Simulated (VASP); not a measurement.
# Li (P6_3/mmc) in VASP: a series of runs

The runs below take Li through relaxation of cell and atoms, with PBEsol, RPBE.

Everything below comes from runs of VASP 6.6.1. Logs are shortened: lines on timing, memory, paths and dates and some standing lists are left out, and cuts for length are marked.

## (1) The cell of the first run

Symmetry: P6_3/mmc, No. 194, hexagonal system. The conventional cell has a = 3.152 Å, b = 3.152 Å, c = 5.160 Å, α = 90.00°, β = 90.00°, γ = 120.00°. Within 4.1 Å of Li (site symmetry -6m2) lie 12 Li at 3.15 to 3.16 Å.

This isn't the form of Li at room conditions, which is bcc.

## (2) Relaxation of cell and atoms, PBEsol

File INCAR:

```
SYSTEM = Li
ALGO = Normal
EDIFF = 1E-6
EDIFFG = -0.005
ENCUT = 600
GGA = PS
IBRION = 2
ISIF = 3
ISMEAR = -1
LASPH = .TRUE.
LCHARG = .FALSE.
LREAL = .FALSE.
LWAVE = .FALSE.
NELM = 80
NSW = 100
PREC = Accurate
SIGMA = 0.05
```

File KPOINTS:

```
k-points
0
G
  12 12 7
  0 0 0
```

File POSCAR:

```
Li
1.0
    3.1519389053      0.0000000000      0.0000000000
   -1.5759694526      2.7296591632      0.0000000000
    0.0000000000      0.0000000000      5.1600208437
Li
2
Direct
    0.3333333333      0.6666666667      0.2500000000
    0.6666666667      0.3333333333      0.7500000000
```

Potentials or basis: VASP PAW PBE potentials, release 64 (Li_sv).

The run is started by

```bash
cat potpaw_PBE.64/Li_sv/POTCAR > POTCAR
mpirun -np 1 vasp_std > vasp.out
```

OUTCAR:

```text
SYSTEM = Li
   EDIFF = 1E-6
   EDIFFG = -0.005
   ENCUT = 600
   GGA = PS
   IBRION = 2
   ISIF = 3
   ISMEAR = -1
   LASPH = .TRUE.
   LREAL = .FALSE.
   NELM = 80
   NSW = 100
   PREC = Accurate

 ion  position               nearest neighbor table
   1  0.333  0.667  0.250-
   2  0.667  0.333  0.750-

  LATTYP: Found a hexagonal cell.
 ALAT       =     3.1519389053
 C/A-ratio  =     1.6370941819

  Lattice vectors:

 A1 = (   3.1519389053,   0.0000000000,   0.0000000000)
 A2 = (  -1.5759694526,   2.7296591632,   0.0000000000)
 A3 = (   0.0000000000,   0.0000000000,   5.1600208437)

Analysis of symmetry for initial positions (statically):
=====================================================================
 Subroutine PRICEL returns:
 Original cell was already a primitive cell.

 Routine SETGRP: Setting up the symmetry group for a
 hexagonal supercell.

 Subroutine GETGRP returns: Found 24 space group operations
 (whereof 12 operations were pure point group operations)
 out of a pool of 24 trial point group operations.

The static configuration has the point symmetry D_3d.
 The point group associated with its full space group is D_6h.

Analysis of symmetry for dynamics (positions and initial velocities):
=====================================================================
 Subroutine PRICEL returns:
 Original cell was already a primitive cell.

 Routine SETGRP: Setting up the symmetry group for a
 hexagonal supercell.

 Subroutine GETGRP returns: Found 24 space group operations
 (whereof 12 operations were pure point group operations)
 out of a pool of 24 trial point group operations.

The dynamic configuration has the point symmetry D_3d.
 The point group associated with its full space group is D_6h.

 Subroutine INISYM returns: Found 24 space group operations
 (whereof 12 operations are pure point group operations),
 and found     1 'primitive' translations

----------------------------------------------------------------------------------------

                                     Primitive cell

  volume of cell :      44.3954

  direct lattice vectors                    reciprocal lattice vectors
     3.151938905  0.000000000  0.000000000     0.317265033  0.183173052  0.000000000
    -1.575969453  2.729659163  0.000000000     0.000000000  0.366346104  0.000000000
     0.000000000  0.000000000  5.160020844     0.000000000  0.000000000  0.193797667

  length of vectors
     3.151938905  3.151938905  5.160020844     0.366346104  0.366346104  0.193797667

  position of ions in fractional coordinates (direct lattice)
     0.333333333  0.666666667  0.250000000
     0.666666667  0.333333333  0.750000000

  ion indices of the primitive-cell ions
   primitive index   ion index
                 1           1
                 2           2

----------------------------------------------------------------------------------------

 KPOINTS: k-points

Automatic generation of k-mesh.
 Grid dimensions read from file:
 generate k-points for:   12   12    7

 Generating k-lattice:

  Cartesian coordinates                     Fractional coordinates (reciprocal lattice)
     0.026438753  0.015264421  0.000000000     0.083333333 -0.000000000  0.000000000
     0.000000000  0.030528842  0.000000000     0.000000000  0.083333333  0.000000000
     0.000000000  0.000000000  0.027685381     0.000000000  0.000000000  0.142857143

  Length of vectors
     0.030528842  0.030528842  0.027685381

  Shift w.r.t. Gamma in fractional coordinates (k-lattice)
     0.000000000  0.000000000  0.000000000

 Subroutine IBZKPT returns following result:
 ===========================================

 Found     76 irreducible k-points:

 Following reciprocal coordinates:
            Coordinates               Weight
  0.000000  0.000000  0.000000      1.000000
  0.083333 -0.000000  0.000000      6.000000
  0.166667 -0.000000  0.000000      6.000000
  0.250000 -0.000000  0.000000      6.000000
  0.333333  0.000000  0.000000      6.000000
  0.416667 -0.000000  0.000000      6.000000
[... 16 lines left out ...]
  0.250000 -0.000000  0.142857     12.000000
  0.333333  0.000000  0.142857     12.000000
 [... further k-points ...]
   k-points           NKPTS =     76   k-points in BZ     NKDIM =     76   number of bands    NBANDS=      7
   number of dos      NEDOS =    301   number of ions     NIONS =      2
   total plane-waves  NPLWV =  32928
   dimension x,y,z NGX =    28 NGY =   28 NGZ =   42
   dimension x,y,z NGXF=    56 NGYF=   56 NGZF=   84
   ions per type =               2
   NGX,Y,Z   is equivalent  to a cutoff of  14.77, 14.77, 13.53 a.u.
   NGXF,Y,Z  is equivalent  to a cutoff of  29.54, 29.54, 27.06 a.u.
 SYSTEM =  Li
   PREC   = accura    normal or accurate (medium, high low for compatibility)
   ISTART =      0    job   : 0-new  1-cont  2-samecut
   ICHARG =      2    charge: 1-file 2-atom 10-const
   ISPIN  =      1    spin polarized calculation?
   LNONCOLLINEAR =      F non collinear calculations
   LSORBIT =      F    spin-orbit coupling
   LASPH  =      T    aspherical Exc in radial PAW
   ENCUT  =  600.0 eV  44.10 Ry    6.64 a.u.   6.30  6.30 10.31*2*pi/ulx,y,z
   NELM   =     80;   NELMIN=  2; NELMDL= -5     # of ELM steps
   EDIFF  = 0.1E-05   stopping-criterion for ELM
   LREAL  =      F    real-space projection
   EDIFFG = -.5E-02   stopping-criterion for IOM
   NSW    =    100    number of steps for IOM
   IBRION =      2    ionic relax: 0-MD 1-quasi-New 2-CG
   NFREE  =      1    steps in history (QN), initial steepest desc. (CG)
   ISIF   =      3    stress and relaxation
   ISYM   =      2    0-nonsym 1-usesym 2-fastsym
   POTIM  = 0.5000    time-step for ionic-motion
   TEBEG  =    0.0;   TEEND  =   0.0 temperature during run
   PSTRESS=    0.0 pullay stress
   NELECT =       6.0000    total number of electrons
   NUPDOWN=      -1.0000    fix difference up-down
   EMIN   =  10.00;   EMAX   =-10.00  energy-range for DOS
   EFERMI =   0.00;   METHOD = LEGACY
   ISMEAR =    -1;   SIGMA  =   0.05  broadening in eV -4-tet -1-fermi 0-gaus
   EFERMI_NEDOS =   21; number of points for ismear=-14 and -15
   IALGO  =     38    algorithm
   IMIX   =      4    mixing-type and parameters
     AMIX     =   0.40;   BMIX     =  1.00
     AMIX_MAG =   1.60;   BMIX_MAG =  1.00
  volume/ion in A,a.u.               =      22.20       149.80
  Fermi-wavevector in a.u.,A,eV,Ry     =   0.840129  1.587614  9.603222  0.705817
  Thomas-Fermi vector in A             =   1.954461
   LORBIT       =      0    0 simple, 1 ext, 2 COOP (PROOUT), +10 PAW based schemes
   GGA     = PS    functional components
   LHFCALC =     F    Hartree Fock is set to
   AEXX    =    0.0000 exact exchange contribution
   IVDW    =     0    specifies the selected vdW correction
   LEPSILON=     F    determine dielectric tensor
   LRPA    =     F    only Hartree local field effects (RPA)
 conjugate gradient relaxation of ions
 non-spin polarized calculation
  energy-cutoff  :      600.00
  volume of cell :       44.40
 maximum number of plane-waves:      1509
 NGX is ok and might be reduce to    28
   NGX = 13   NGY = 13   NGZ = 21

--------------------------------------- Ionic step        1  -------------------------------------------

 number of electron       5.9999999 magnetization

 Free energy of the ion-electron system (eV)
  ---------------------------------------------------
  ext. energy  EPLUGINS =         0.00000000
  ---------------------------------------------------
  free energy    TOTEN  =        -3.92707912 eV

  energy without entropy =       -3.91878813  energy(sigma->0) =       -3.92293363

------------------------ aborting loop because EDIFF is reached ----------------------------------------

  FORCE on cell =-STRESS in cart. coord.  units (eV):
  Direction    XX          YY          ZZ          XY          YZ          ZX
  --------------------------------------------------------------------------------------
  -------------------------------------------------------------------------------------
  Total       -0.3079881     -0.3079881     -0.4009677     -0.0000000      0.0000000      0.0000000
  in kB      -11.1149319    -11.1149319    -14.4704588     -0.0000000      0.0000000      0.0000000
  external PRESSURE =     -12.2334409 kB  Pullay stress =       0.0000000 kB
[... 201 lines left out ...]
  energy  without entropy=       -3.9390047615  energy(sigma->0) =       -3.94273844

--------------------------------------- Ionic step        7  -------------------------------------------

 number of electron       6.0000001 magnetization

 Free energy of the ion-electron system (eV)
  ---------------------------------------------------
  ext. energy  EPLUGINS =         0.00000000
  ---------------------------------------------------
  free energy    TOTEN  =        -3.94653469 eV

  energy without entropy =       -3.93923230  energy(sigma->0) =       -3.94288349

 E-fermi :   0.6741     XC(G=0):  -7.0603

 val. band max:        0.6415481858   @ k =   0.0833   0.0833   0.1429
 cond. band min:       0.6860696991   @ k =   0.2500   0.1667   0.4286
 fundamental gap:      0.0445215133
 Fermi energy:         0.6740521094

 k-point     1 :       0.0000    0.0000    0.0000
  band No.  band energies     occupation
      1     -45.2046      2.00000
      2     -45.1832      2.00000
      3      -2.9071      2.00000
      4       0.7306      0.48791
      5       3.7736      0.00000
      6      13.1176      0.00000
      7      13.1176      0.00000
[... 221 lines left out ...]
 k-point    24 :       0.3333    0.0000    0.1429
  band No.  band energies     occupation
      1     -45.1898      2.00000
      2     -45.1787      2.00000
      3      -1.0572      2.00000
      4       2.1659      0.00000
      5       4.4719      0.00000
      6       7.0939      0.00000
      7       9.2321      0.00000

 [... further k-points ...]

------------------------ aborting loop because EDIFF is reached ----------------------------------------

  FORCE on cell =-STRESS in cart. coord.  units (eV):
  Direction    XX          YY          ZZ          XY          YZ          ZX
  --------------------------------------------------------------------------------------
  -------------------------------------------------------------------------------------
  Total       -0.0000095     -0.0000095     -0.0033120     -0.0000000      0.0000000      0.0000000
  in kB       -0.0003827     -0.0003827     -0.1331666     -0.0000000      0.0000000      0.0000000
  external PRESSURE =      -0.0446440 kB  Pullay stress =       0.0000000 kB
[... 17 lines left out ...]
  FREE ENERGIE OF THE ION-ELECTRON SYSTEM (eV)
  ---------------------------------------------------
  free  energy   TOTEN  =        -3.9465346922 eV

  energy  without entropy=       -3.9392322951  energy(sigma->0) =       -3.94288349

 reached required accuracy - stopping structural energy minimisation
```

It took 3.1 min on 1 thread of Intel Xeon 8259CL, shared host; peak memory 0.18 GiB.

What came out:

```yaml
Free_energy: -3.9465 eV
Relaxed_volume: 19.92 Å³/atom
Relaxed_cell: a = 3.058 Å, b = 3.058 Å, c = 4.921 Å, α = 90.00°, β = 90.00°, γ = 120.00°
Space_group_after_relaxing_to_0.1_Å: P6_3/mmc (No. 194)
Energy_gained_by_relaxing: 9.7 meV/atom
Ionic_steps: 7
Pressure_after_relaxing: 0.0 GPa
Band_gap_on_the_k_mesh: zero (bands 3 and 4 overlap by 4.24 eV)
```

The path:
```csv
step,energy change (eV),largest force (eV/Å),pressure (GPa),volume (Å³)
1,0.0000,0.0000,-1.22,44.40
2,-0.0076,0.0000,-0.99,43.32
3,-0.0187,0.0000,-0.26,40.62
4,-0.0193,0.0000,0.04,39.73
5,-0.0194,0.0000,0.00,39.82
6,-0.0194,0.0000,0.00,39.83
7,-0.0195,0.0000,0.00,39.85
```

Final structure:
```yaml
crystal:
  lattice:
    - [3.05769, 0.00000, 0.00000]
    - [-1.52884, 2.64803, 0.00000]
    - [0.00000, 0.00000, 4.92137]
  atoms:
    - { symbol: Li, position: [0.33333, 0.66667, 0.25000] }
    - { symbol: Li, position: [0.66667, 0.33333, 0.75000] }
```

Caveat: the cutoff is under 1.25 times the usual one of these potentials, so pressure, stress and relaxed cells hold a basis-set (Pulay) error; the PAW data sets were made with another functional, which shifts forces and pressure a little.

## (3) Relaxation of cell and atoms, RPBE

File INCAR:

```
SYSTEM = Li
PREC = Accurate
ENCUT = 600
EDIFF = 1E-7
ISMEAR = -1
SIGMA = 0.05
LREAL = .False.
LASPH = .True.
NELM = 100
ALGO = Normal
ISIF = 3
LWAVE = .False.
LCHARG = .False.
GGA = RP
IBRION = 2
NSW = 100
EDIFFG = -0.005
```

File KPOINTS:

```
Automatic mesh
0
Gamma
  12 12 7
  0 0 0
```

POSCAR is that of step 2.

Potentials or basis: VASP PAW PBE potentials, release 64 (Li_sv).

The run is started by

```bash
cat potpaw_PBE.64/Li_sv/POTCAR > POTCAR
mpirun -np 1 vasp_std > vasp.out
```

Run time: 3.6 min. Hardware: 1 thread of Intel Xeon 8259CL, shared host; peak memory 0.18 GiB.

The run converged. Its results:

* Free energy: -3.6342 eV
* Relaxed volume: 20.70 Å³/atom
* Relaxed cell: a = 3.097 Å, b = 3.097 Å, c = 4.985 Å, α = 90.00°, β = 90.00°, γ = 120.00°
* Space group after relaxing (to 0.1 Å): P6_3/mmc (No. 194)
* Energy gained by relaxing: 4.3 meV/atom
* Ionic steps: 7
* Pressure after relaxing: 0.0 GPa
* Band gap on the k mesh: zero (bands 3 and 4 overlap by 4.19 eV)

The path:
```csv
step,energy change (eV),largest force (eV/Å),pressure (GPa),volume (Å³)
1,0.0000,0.0000,-0.81,44.40
2,-0.0034,0.0000,-0.64,43.68
3,-0.0084,0.0000,-0.06,41.57
4,-0.0085,0.0000,0.02,41.30
5,-0.0085,0.0000,0.00,41.36
6,-0.0085,0.0000,0.00,41.37
7,-0.0086,0.0000,-0.01,41.40
```

Final structure:
```xyz
2
Lattice="3.0967 0.0000 0.0000 -1.5484 2.6818 0.0000 0.0000 0.0000 4.9855" Properties=species:S:1:pos:R:3 pbc="T T T"
Li    0.0000    1.7879    1.2464
Li    1.5484    0.8939    3.7391
```

Levels at points of the mesh, in eV from the Fermi level:
| k point | band 1 | band 2 | band 3 | band 4 | band 5 | band 6 | band 7 |
| --- | --- | --- | --- | --- | --- | --- | --- |
| (0.00, 0.00, 0.00) | -46.76 | -46.74 | -3.55 | 0.07 | 2.97 | 12.26 | 12.26 |
| (0.50, 0.00, 0.00) | -46.74 | -46.74 | -0.11 | 0.99 | 4.67 | 5.80 | 6.25 |

Caveat: the cutoff is under 1.25 times the usual one of these potentials, so pressure, stress and relaxed cells hold a basis-set (Pulay) error; the PAW data sets were made with another functional, which shifts forces and pressure a little.

[end of part 1 of 2]

The gap in the log of VASP goes by the Fermi energy; the results here count the filled bands.